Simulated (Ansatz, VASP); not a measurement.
**Ga4PN3 in VASP and in Ansatz**

The input INCAR:

```
SYSTEM = Ga4PN3
ALGO = Normal
EDIFF = 1E-6
ENCUT = 520
GGA = PE
ISIF = 2
ISMEAR = -1
LASPH = .True.
LCHARG = .False.
LREAL = .False.
LWAVE = .False.
NBANDS = 46
NELM = 80
PREC = Accurate
SIGMA = 0.02
```

File KPOINTS:

```
k-points
0
Gamma
  8 8 6
  0 0 0
```

POSCAR

```
Ga4PN3
1.0
    6.2081462292     -1.6756966190      0.0237386825
    6.2081462292      1.6756966190      0.0237386825
   -2.7058470041      0.0000000000      5.1343436521
N Ga P
3 4 1
Direct
    1.0092310406      1.0092310406      0.6781834371
    0.7488348475      0.7488348475      0.0864254799
    0.4909511583      0.4909511583      0.1584639047
    0.1884612118      0.1884612118      0.8817104668
    0.9355920357      0.9355920357      0.2733660590
    0.6689002119      0.6689002119      0.3089092817
    0.4558832116      0.4558832116      0.7822665608
    0.2521462825      0.2521462825      0.5806748100
```

Input for Ansatz:

```yaml
crystal:
  lattice:
    - [6.2081462292, -1.675696619, 0.0237386825]
    - [6.2081462292, 1.675696619, 0.0237386825]
    - [-2.7058470041, 0.0, 5.1343436521]
  atoms:
    - { symbol: "N", position: [1.0092310406, 1.0092310406, 0.6781834371] }
    - { symbol: "N", position: [0.7488348475, 0.7488348475, 0.0864254799] }
    - { symbol: Ga, position: [0.1884612118, 0.1884612118, 0.8817104668] }
    - { symbol: Ga, position: [0.9355920357, 0.9355920357, 0.273366059] }
    - { symbol: "N", position: [0.4909511583, 0.4909511583, 0.1584639047] }
    - { symbol: P, position: [0.2521462825, 0.2521462825, 0.58067481] }
    - { symbol: Ga, position: [0.6689002119, 0.6689002119, 0.3089092817] }
    - { symbol: Ga, position: [0.4558832116, 0.4558832116, 0.7822665608] }
kpoints:
  mp_grid: { grid: [8, 8, 6] }
  band_path:
    path:
      - [[0.0, 0.0, 0.0], [-0.2731793052833, 0.2731793052833, -1.530566049182e-17]]
      - [[0.2731793052833, 0.7268206947167, -9.271672111423e-17], [0.5, 0.5, -9.271672111423e-17], [0.0, 0.0, 0.0], [0.5, 0.5, -0.5], [0.2502272781669, 0.7497727218331, -0.5]]
      - [[-0.2502272781669, 0.2502272781669, -0.5], [-4.174810137861e-20, 8.044657816884e-20, -0.5], [0.0, 0.0, 0.0]]
      - [[-2.006197565548e-17, 0.5, -0.5], [0.0, 0.0, 0.0], [2.37622832214e-18, 0.5, -4.635836055711e-17]]
    npoints: 10
hamiltonian:
  xc: pbe
scf:
  occupations: { method: fermi_dirac, width: 0.02 }
  n_extra_bands: 6
output:
  forces: true
  stress: true
  eigenvalues: true
```

Alike in both runs: task single point; functional PBE; k mesh 8 × 8 × 6; occupations fermi-dirac, width 0.02 eV; no spin polarisation.

|  | VASP | Ansatz |
| --- | --- | --- |
| version | VASP 6.6.1 | Ansatz 0.2.0 |
| potentials or method | VASP PAW PBE potentials, release 64 (N, Ga_d, P) | plane waves, PAW |
| plane-wave cutoff (eV) | 520 | 420 |
| valence electrons in the cell | 72 | 72 |

Ansatz gave:

| Property | Result |
| --- | --- |
| pressure (GPa) | 4.7 |
| rms of the force components (eV/Å) | 0.033 |

Question: Estimate VASP's values.

Answer: Pressure (GPa): 4.8; rms of the force components (eV/Å): 0.034.
